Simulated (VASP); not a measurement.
A run of VASP 6.6.1:

Contents of INCAR:

```
SYSTEM = Co
PREC     = Accurate       ! precision mode
ENCUT    = 600            ! plane-wave cutoff, eV
EDIFF    = 1E-6           ! SCF threshold, eV
ISMEAR   = -1             ! smearing method
SIGMA    = 0.1            ! smearing width, eV
LREAL    = .FALSE.        ! projectors in reciprocal space
LASPH    = .TRUE.         ! aspherical terms in the spheres
NELM     = 150            ! most SCF steps
ALGO     = Normal         ! electronic algorithm
ISIF     = 3              ! what is computed and relaxed
LWAVE    = .FALSE.        ! write WAVECAR
LCHARG   = .FALSE.        ! write CHGCAR
ISPIN    = 2              ! spin polarisation
MAGMOM   = 1.8 1.8        ! initial moments
LORBIT   = 11             ! projections on sites
LMAXMIX  = 4              ! l up to which the mixer works
GGA      = CA             ! functional
IBRION   = 2              ! ionic algorithm
NSW      = 80             ! ionic steps
EDIFFG   = -0.05          ! ionic threshold
```

File KPOINTS:

```
regular mesh
0
G
  14 14 8
  0 0 0
```

File POSCAR:

```
Co
1.0
    2.4873600000      0.0000000000      0.0000000000
   -1.2436800000      2.1541200000      0.0000000000
    0.0000000000      0.0000000000      4.0632900000
Co
2
Direct
    0.6666666667      0.3333333333      0.2598600000
    0.3333333333      0.6666666667      0.7401400000
```

Potentials or basis: VASP PAW LDA potentials, release 64 (Co).

Command:

```sh
$ cat potpaw_LDA.64/Co/POTCAR > POTCAR
$ mpirun -np 1 vasp_std > vasp.out
```

Hardware: 1 thread of Intel(R) Xeon(R) 6975P-C (Granite Rapids), on a shared host.

**Question.** How long does it take, and how much memory?

**Answer.** Run time: 3.5 min on 1 thread of Intel(R) Xeon(R) 6975P-C (Granite Rapids) (shared host), peak memory 0.22 GiB. Counts: scf iterations 64, k points 168, ion steps 8.
